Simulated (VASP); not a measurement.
# Li (P1) in VASP: notebook, part 2 of 2

VASP 6.6.1.

## 3. Single point, PBE

INCAR

```
SYSTEM = Li
PREC = Accurate ; ENCUT = 520
EDIFF = 1E-6 ; ISMEAR = -1
SIGMA = 0.11 ; LREAL = Auto
LASPH = .TRUE. ; NELM = 100
ALGO = Normal ; ISIF = 2
LWAVE = .FALSE. ; LCHARG = .FALSE.
GGA = PE ; NBANDS = 38
```

KPOINTS

```
Automatic mesh
0
G
  2 2 2
  0 0 0
```

POSCAR

```
Li
1.0
    7.3128730000      0.0000000000      0.0000000000
    0.0000000000      7.3128730000      0.0000000000
    0.0000000000      0.0000000000      7.3128730000
Li
16
Direct
    0.1625489736     -0.0037057939      0.0872434131
    0.5409501847     -0.0507187804     -0.0236842620
   -0.0716544647      0.5228177763      0.0379878059
    0.0287164839     -0.0602362437      0.5587544047
    0.1807907781      0.2361315450      0.3087569003
    0.4812745962      0.4508624722      0.0668410350
    0.5189615627     -0.0738013637      0.4837770326
    0.7898674023      0.1858776981      0.3543477372
    0.0055655281      0.4847479233      0.5501257850
    0.2472762757      0.6922860550      0.2282960473
    0.2246859750      0.2542913025      0.7573083793
    0.5497702476      0.4765432136      0.5249236518
    0.8519497057      0.7615201303      0.2381827224
    0.8974995190      0.1099157609      0.8292226598
    0.2638361148      0.7356205967      0.8388495192
    0.7310396338      0.7027470599      0.8388358447
```

Potentials or basis: VASP PAW PBE potentials, release 64 (Li_sv).

Launch:

```sh
cat potpaw_PBE.64/Li_sv/POTCAR > POTCAR
mpirun -np 1 vasp_std > vasp.out
```

OUTCAR:

```text
SYSTEM = Li
   PREC = Accurate
   ENCUT = 520
   EDIFF = 1E-6
   ISMEAR = -1
   LREAL = Auto
   LASPH = .TRUE.
   NELM = 100
   ISIF = 2
   GGA = PE

 ion  position               nearest neighbor table
   1  0.163  0.996  0.087-   5 2.39  10 2.53
   2  0.541  0.949  0.976-  16 2.49
   3  0.928  0.523  0.038-  13 2.35  16 2.44
   4  0.029  0.940  0.559-  14 2.53
   5  0.181  0.236  0.309-   1 2.39
   6  0.481  0.451  0.067-
   7  0.519  0.926  0.484-
   8  0.790  0.186  0.354-
   9  0.006  0.485  0.550-
  10  0.247  0.692  0.228-   1 2.53
  11  0.225  0.254  0.757-
  12  0.550  0.477  0.525-
  13  0.852  0.762  0.238-   3 2.35
  14  0.897  0.110  0.829-   4 2.53
  15  0.264  0.736  0.839-
  16  0.731  0.703  0.839-   3 2.44   2 2.49

  LATTYP: Found a simple cubic cell.
 ALAT       =     7.3128730000

  Lattice vectors:

 A1 = (   7.3128730000,   0.0000000000,   0.0000000000)
 A2 = (   0.0000000000,   7.3128730000,   0.0000000000)
 A3 = (   0.0000000000,   0.0000000000,   7.3128730000)

Analysis of symmetry for initial positions (statically):
=====================================================================
 Subroutine PRICEL returns:
 Original cell was already a primitive cell.

 Routine SETGRP: Setting up the symmetry group for a
 simple cubic supercell.

 Subroutine GETGRP returns: Found  1 space group operations
 (whereof  1 operations were pure point group operations)
 out of a pool of 48 trial point group operations.

The static configuration has the point symmetry C_1 .

Analysis of symmetry for dynamics (positions and initial velocities):
=====================================================================
 Subroutine PRICEL returns:
 Original cell was already a primitive cell.

 Routine SETGRP: Setting up the symmetry group for a
 simple cubic supercell.

 Subroutine GETGRP returns: Found  1 space group operations
 (whereof  1 operations were pure point group operations)
 out of a pool of 48 trial point group operations.

The dynamic configuration has the point symmetry C_1 .

 Subroutine INISYM returns: Found  1 space group operations
 (whereof  1 operations are pure point group operations),
 and found     1 'primitive' translations

----------------------------------------------------------------------------------------

                                     Primitive cell

  volume of cell :     391.0786

  direct lattice vectors                    reciprocal lattice vectors
     7.312873000  0.000000000  0.000000000     0.136745162  0.000000000  0.000000000
     0.000000000  7.312873000  0.000000000     0.000000000  0.136745162  0.000000000
     0.000000000  0.000000000  7.312873000     0.000000000  0.000000000  0.136745162

  length of vectors
     7.312873000  7.312873000  7.312873000     0.136745162  0.136745162  0.136745162

  position of ions in fractional coordinates (direct lattice)
     0.162548974  0.996294206  0.087243413
     0.540950185  0.949281220  0.976315738
     0.928345535  0.522817776  0.037987806
     0.028716484  0.939763756  0.558754405
     0.180790778  0.236131545  0.308756900
     0.481274596  0.450862472  0.066841035
[... 8 lines left out ...]
     0.263836115  0.735620597  0.838849519
[... 49 lines left out ...]
  0.000000  0.000000  0.000000      1.000000
  0.500000  0.000000  0.000000      1.000000
  0.000000  0.500000  0.000000      1.000000
  0.000000  0.000000  0.500000      1.000000
  0.500000  0.500000  0.000000      1.000000
  0.000000  0.500000  0.500000      1.000000
  0.500000  0.000000  0.500000      1.000000
  0.500000  0.500000  0.500000      1.000000
   k-points           NKPTS =      8   k-points in BZ     NKDIM =      8   number of bands    NBANDS=     38
   number of dos      NEDOS =    301   number of ions     NIONS =     16
   total plane-waves  NPLWV = 157464
   dimension x,y,z NGX =    54 NGY =   54 NGZ =   54
   dimension x,y,z NGXF=   108 NGYF=  108 NGZF=  108
   ions per type =              16
   NGX,Y,Z   is equivalent  to a cutoff of  12.28, 12.28, 12.28 a.u.
   NGXF,Y,Z  is equivalent  to a cutoff of  24.55, 24.55, 24.55 a.u.
 SYSTEM =  Li
   PREC   = accura    normal or accurate (medium, high low for compatibility)
   ISTART =      0    job   : 0-new  1-cont  2-samecut
   ICHARG =      2    charge: 1-file 2-atom 10-const
   ISPIN  =      1    spin polarized calculation?
   LNONCOLLINEAR =      F non collinear calculations
   LSORBIT =      F    spin-orbit coupling
   LASPH  =      T    aspherical Exc in radial PAW
   ENCUT  =  520.0 eV  38.22 Ry    6.18 a.u.  13.60 13.60 13.60*2*pi/ulx,y,z
   NELM   =    100;   NELMIN=  2; NELMDL= -5     # of ELM steps
   EDIFF  = 0.1E-05   stopping-criterion for ELM
   LREAL  =      T    real-space projection
   EDIFFG = 0.1E-04   stopping-criterion for IOM
   NSW    =      0    number of steps for IOM
   IBRION =     -1    ionic relax: 0-MD 1-quasi-New 2-CG
   NFREE  =      0    steps in history (QN), initial steepest desc. (CG)
   ISIF   =      2    stress and relaxation
   ISYM   =      2    0-nonsym 1-usesym 2-fastsym
   POTIM  = 0.5000    time-step for ionic-motion
   TEBEG  =    0.0;   TEEND  =   0.0 temperature during run
   PSTRESS=    0.0 pullay stress
   NELECT =      48.0000    total number of electrons
   NUPDOWN=      -1.0000    fix difference up-down
   EMIN   =  10.00;   EMAX   =-10.00  energy-range for DOS
   EFERMI =   0.00;   METHOD = LEGACY
   ISMEAR =    -1;   SIGMA  =   0.11  broadening in eV -4-tet -1-fermi 0-gaus
   EFERMI_NEDOS =   21; number of points for ismear=-14 and -15
   IALGO  =     38    algorithm
   IMIX   =      4    mixing-type and parameters
     AMIX     =   0.40;   BMIX     =  1.00
     AMIX_MAG =   1.60;   BMIX_MAG =  1.00
  volume/ion in A,a.u.               =      24.44       164.95
  Fermi-wavevector in a.u.,A,eV,Ry     =   0.813581  1.537444  9.005877  0.661913
  Thomas-Fermi vector in A             =   1.923332
   LORBIT       =      0    0 simple, 1 ext, 2 COOP (PROOUT), +10 PAW based schemes
   GGA     = PE    functional components
   LHFCALC =     F    Hartree Fock is set to
   AEXX    =    0.0000 exact exchange contribution
   IVDW    =     0    specifies the selected vdW correction
   LEPSILON=     F    determine dielectric tensor
   LRPA    =     F    only Hartree local field effects (RPA)
 non-spin polarized calculation
  energy-cutoff  :      520.00
  volume of cell :      391.08
 maximum number of plane-waves:     10568
   NGX = 27   NGY = 27   NGZ = 27

 number of electron      47.9999953 magnetization

 Free energy of the ion-electron system (eV)
  ---------------------------------------------------
  ext. energy  EPLUGINS =         0.00000000
  ---------------------------------------------------
  free energy    TOTEN  =       -27.92873591 eV

  energy without entropy =      -27.55843242  energy(sigma->0) =      -27.74358417

 E-fermi :  -0.0311     XC(G=0):  -6.5647

 val. band max:       -0.0446840794   @ k =   0.5000   0.0000   0.0000
 cond. band min:      -0.0288163121   @ k =   0.0000   0.5000   0.5000
 fundamental gap:      0.0158677673
 Fermi energy:        -0.0310550005

 k-point     1 :       0.0000    0.0000    0.0000
  band No.  band energies     occupation
      1     -47.2452      2.00000
      2     -47.1614      2.00000
      3     -47.0120      2.00000
      4     -46.9205      2.00000
      5     -46.9191      2.00000
      6     -46.9074      2.00000
[... 301 lines left out ...]
     35       2.8008      0.00000
     36       2.8634      0.00000
 [bands above 36 left out]

------------------------ aborting loop because EDIFF is reached ----------------------------------------

  FORCE on cell =-STRESS in cart. coord.  units (eV):
  Direction    XX          YY          ZZ          XY          YZ          ZX
  --------------------------------------------------------------------------------------
  -------------------------------------------------------------------------------------
  Total       -2.7174185     -0.9405169     -2.5768413     -1.6683928      2.3512593     -0.1979686
  in kB      -11.1327642     -3.8531249    -10.5568456     -6.8350987      9.6326775     -0.8110410
  external PRESSURE =      -8.5142449 kB  Pullay stress =       0.0000000 kB

 VOLUME and BASIS-vectors are now :
 -----------------------------------------------------------------------------
  energy-cutoff  :      520.00
  volume of cell :      391.08
      direct lattice vectors                 reciprocal lattice vectors
     7.312873000  0.000000000  0.000000000     0.136745162  0.000000000  0.000000000
     0.000000000  7.312873000  0.000000000     0.000000000  0.136745162  0.000000000
     0.000000000  0.000000000  7.312873000     0.000000000  0.000000000  0.136745162

 POSITION                                       TOTAL-FORCE (eV/Angst)
 -----------------------------------------------------------------------------------
      1.18870      7.28577      0.63800        -0.379556     -0.044811     -0.343132
      3.95590      6.94197      7.13967        -0.122388      0.467266      0.431976
      6.78887      3.82330      0.27780         0.681479     -1.029325     -0.106247
      0.21000      6.87237      4.08610         0.239370     -0.359736     -0.279470
      1.32210      1.72680      2.25790         0.278792      0.418903      0.274024
      3.51950      3.29710      0.48880         0.213081     -0.208410     -0.061723
[... 8 lines left out ...]
      1.92940      5.37950      6.13440        -0.217794     -0.274163     -0.415894
      5.34600      5.13910      6.13430         0.057665      0.053667     -0.703418
 -----------------------------------------------------------------------------------
    total drift:                                0.006765     -0.000102      0.002589

  FREE ENERGIE OF THE ION-ELECTRON SYSTEM (eV)
  ---------------------------------------------------
  free  energy   TOTEN  =       -27.9287359082 eV

  energy  without entropy=      -27.5584324219  energy(sigma->0) =      -27.74358417
```

Run time: 58 s. Hardware: 1 thread of Intel Xeon 6975P-C (Granite Rapids), shared host; peak memory 0.37 GiB.

Results:

```yaml
Free_energy: -27.9287 eV
Largest_force: 1.239 eV/Å
Band_gap_on_the_k_mesh: zero (band 24 reaches 0.32 eV, above the bottom of band 25 at -0.34 eV)
```

Forces in eV/Å, atoms in the order of the input:
```
Li  -0.380 -0.045 -0.343
Li  -0.122  0.467  0.432
Li   0.681 -1.029 -0.106
Li   0.239 -0.360 -0.279
Li   0.279  0.419  0.274
Li   0.213 -0.208 -0.062
Li  -0.225 -0.013  0.123
Li   0.038  0.095 -0.302
Li  -0.147  0.294 -0.002
Li   0.113 -0.233  0.536
Li   0.482  0.004  0.106
Li  -0.101  0.058  0.031
Li  -0.369  0.534  0.418
Li  -0.543  0.238  0.293
Li  -0.218 -0.274 -0.416
Li   0.058  0.054 -0.703
```

Caveat: the k points lie up to 0.43 Å⁻¹ apart; the cutoff is under 1.25 times the usual one of these potentials, so pressure, stress and relaxed cells hold a basis-set (Pulay) error; forces of over 1 eV/Å act on the atoms, so gaps and moduli don't describe the material at rest.

## 4. Single point, PBE

INCAR

```
SYSTEM = Li
  ALGO = Normal
  EDIFF = 1E-7
  ENCUT = 520
  GGA = PE
  ISIF = 2
  ISMEAR = -1
  LASPH = .True.
  LCHARG = .False.
  LREAL = Auto
  LWAVE = .False.
  NBANDS = 38
  NELM = 100
  PREC = Accurate
  SIGMA = 0.11
```

KPOINTS

```
k-points
0
Gamma
  2 2 2
  0 0 0
```

POSCAR

```
Li
1.0
    7.3128730000      0.0000000000      0.0000000000
    0.0000000000      7.3128730000      0.0000000000
    0.0000000000      0.0000000000      7.3128730000
Li
16
Direct
    0.0844401373      0.0144266145      0.0717091627
    0.5017179978      0.0447840404      0.0649813008
    0.0453310211      0.4342752841      0.0597713101
    0.0334341920     -0.0034596526      0.5634037402
    0.3093175555      0.2792199454      0.3762953356
    0.5358085666      0.4574399145      0.0244363604
    0.5008701778     -0.0455498133      0.4536247245
    0.8476422331      0.2588175673      0.3674752727
    0.0191990207      0.5672326048      0.5186743979
    0.2280772550      0.6631319866      0.2765260657
    0.1753072971      0.3038340745      0.7192385264
    0.5137515721      0.5118234653      0.5880725674
    0.7902913123      0.7692599065      0.2011931562
    0.7833993562      0.2133771501      0.8444560708
    0.2116815101      0.7533427697      0.8451261221
    0.7943252946      0.7809379433      0.8035829420
```

Launch:

```sh
cat potpaw_PBE.64/Li_sv/POTCAR > POTCAR
mpirun -np 1 vasp_std > vasp.out
```

Run time: 61 s. Hardware: 1 thread of Intel Xeon 6975P-C (Granite Rapids), shared host; peak memory 0.38 GiB.

It converged, with:

- Free energy: -28.6123 eV
- Largest force: 0.713 eV/Å
- Band gap on the k mesh: zero (band 24 reaches 0.39 eV, above the bottom of band 25 at -0.31 eV)

Forces on the atoms (eV/Å):
```
Li  -0.127  0.245  0.238
Li  -0.147 -0.097 -0.130
Li  -0.160  0.041 -0.052
Li   0.108 -0.296 -0.218
Li  -0.235 -0.070 -0.523
Li  -0.189  0.221  0.194
Li   0.054 -0.136  0.380
Li  -0.321  0.000 -0.209
Li  -0.415  0.025  0.325
Li   0.495  0.482 -0.175
Li   0.269 -0.084  0.423
Li   0.199  0.154  0.025
Li   0.085 -0.113  0.234
Li   0.133 -0.032 -0.339
Li   0.304 -0.223 -0.182
Li  -0.053 -0.118  0.009
```

Levels at points of the mesh, in eV from the Fermi level:
```
           k point  band 21  band 22  band 23  band 24  band 25  band 26
(0.00, 0.00, 0.00)    -0.88    -0.83    -0.78     0.43     0.45     0.54
(0.50, 0.00, 0.00)    -0.52    -0.44    -0.38    -0.27    -0.22    -0.15
(0.00, 0.50, 0.00)    -0.50    -0.43    -0.41    -0.29    -0.25    -0.20
(0.00, 0.00, 0.50)    -0.50    -0.40    -0.36    -0.28    -0.26    -0.26
(0.50, 0.50, 0.00)    -0.20    -0.11    -0.06     0.06     0.21     0.29
(0.00, 0.50, 0.50)    -0.16    -0.06    -0.01     0.11     0.16     0.33
(0.50, 0.00, 0.50)    -0.24    -0.12     0.00     0.06     0.21     0.27
(0.50, 0.50, 0.50)    -1.44    -1.37    -1.32    -1.21     1.72     1.77
```

Caveat: the k points lie up to 0.43 Å⁻¹ apart; the cutoff is under 1.25 times the usual one of these potentials, so pressure, stress and relaxed cells hold a basis-set (Pulay) error.

## 5. Single point, PBE

INCAR

```
SYSTEM = Li
PREC = Accurate ; ENCUT = 520
EDIFF = 1E-6 ; ISMEAR = -1
SIGMA = 0.11 ; LREAL = Auto
LASPH = .True. ; NELM = 100
ALGO = Normal ; ISIF = 2
LWAVE = .False. ; LCHARG = .False.
GGA = PE ; NBANDS = 38
```

KPOINTS

```
regular mesh
0
Gamma
  2 2 2
  0 0 0
```

POSCAR

```
Li
1.0
    7.3128730000      0.0000000000      0.0000000000
    0.0000000000      7.3128730000      0.0000000000
    0.0000000000      0.0000000000      7.3128730000
Li
16
Direct
    0.0279507110      0.0355947656      0.0519358124
    0.5210811127      0.0264054907      0.0096815574
    0.0084371765      0.4427534842      0.0728304731
    0.0281421543     -0.0339674981      0.5082680911
    0.2867135803      0.2804233029      0.2904467232
    0.5169787579      0.5079946008      0.0318069246
    0.5091022366     -0.0311231988      0.5776936096
    0.7624089739      0.2121601182      0.2846624029
   -0.0609609930      0.5087330246      0.5169924324
    0.2603764622      0.7280722638      0.3351760655
    0.2669402299      0.2945354035      0.7488438538
    0.5448063983      0.5457772889      0.5695299235
    0.7435381416      0.7354154790      0.2755688496
    0.7849035530      0.2351880034      0.7361128793
    0.2515563992      0.7472165864      0.7947355301
    0.7833446581      0.7368102796      0.7935184981
```

Launch:

```sh
cat potpaw_PBE.64/Li_sv/POTCAR > POTCAR
mpirun -np 1 vasp_std > vasp.out
```

It took 65 s on 1 thread of Intel Xeon 6975P-C (Granite Rapids), shared host; peak memory 0.38 GiB.

Results (log left out):

| Property | Result |
| --- | --- |
| Free energy | -29.3646 eV |
| Largest force | 0.481 eV/Å |
| Band gap on the k mesh | zero (band 24 reaches 0.40 eV, above the bottom of band 25 at -0.36 eV) |

Forces in eV/Å, atoms in the order of the input:
```
Li   0.075 -0.246 -0.121
Li  -0.091 -0.100  0.017
Li  -0.089  0.335 -0.212
Li  -0.156  0.216  0.133
Li   0.080 -0.129  0.276
Li   0.070 -0.115 -0.088
Li   0.067  0.090 -0.201
Li  -0.219  0.121  0.230
Li   0.473 -0.039 -0.079
Li   0.101 -0.114 -0.290
Li  -0.115 -0.092  0.005
Li  -0.170 -0.241 -0.138
Li   0.036  0.257 -0.081
Li  -0.064 -0.027  0.261
Li  -0.127 -0.114  0.071
Li   0.131  0.201  0.218
```

Levels at points of the mesh, in eV from the Fermi level:
```tsv
k point	band 21	band 22	band 23	band 24	band 25	band 26
(0.00, 0.00, 0.00)	-0.93	-0.85	-0.80	0.40	0.44	0.47
(0.50, 0.00, 0.00)	-0.53	-0.46	-0.43	-0.37	-0.32	-0.21
(0.00, 0.50, 0.00)	-0.53	-0.45	-0.43	-0.38	-0.34	-0.27
(0.00, 0.00, 0.50)	-0.48	-0.45	-0.44	-0.42	-0.35	-0.27
(0.50, 0.50, 0.00)	-0.08	0.01	0.03	0.10	0.12	0.16
(0.00, 0.50, 0.50)	-0.12	-0.04	0.01	0.11	0.15	0.22
(0.50, 0.00, 0.50)	-0.12	-0.01	0.04	0.08	0.12	0.21
(0.50, 0.50, 0.50)	-1.49	-1.45	-1.41	-1.35	1.91	2.05
```

Caveat: the k points lie up to 0.43 Å⁻¹ apart; the cutoff is under 1.25 times the usual one of these potentials, so pressure, stress and relaxed cells hold a basis-set (Pulay) error.
